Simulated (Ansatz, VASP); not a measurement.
**SiC in VASP and in Ansatz**

```
CELL_PARAMETERS angstrom
2.91743 0.00000 0.00000
-1.45871 2.52656 0.00000
0.00000 0.00000 4.78737
ATOMIC_POSITIONS crystal
Si 0.33333 0.66667 0.00456
Si 0.66667 0.33333 0.50456
C 0.33333 0.66667 0.38044
C 0.66667 0.33333 0.88044
```

Alike in both runs: task relaxation of the atoms; functional PBE; k mesh 12 × 12 × 6; occupations gaussian, width 0.05 eV; no spin polarisation.

```csv
,VASP,Ansatz
version,VASP 6.6.1,Ansatz 0.2.0
potentials or method,"VASP PAW PBE potentials, release 64 (Si, C), cutoff 520 eV","scalar-relativistic, plane waves, PAW"
valence electrons in the cell,16,16
```

```tsv
	VASP	Ansatz	Ansatz less VASP
gap on the k mesh at the Fermi level, each at its own relaxed structure (eV)	1.96	1.97	+0.005
```

Ansatz's warnings: stress scf threshold loose.
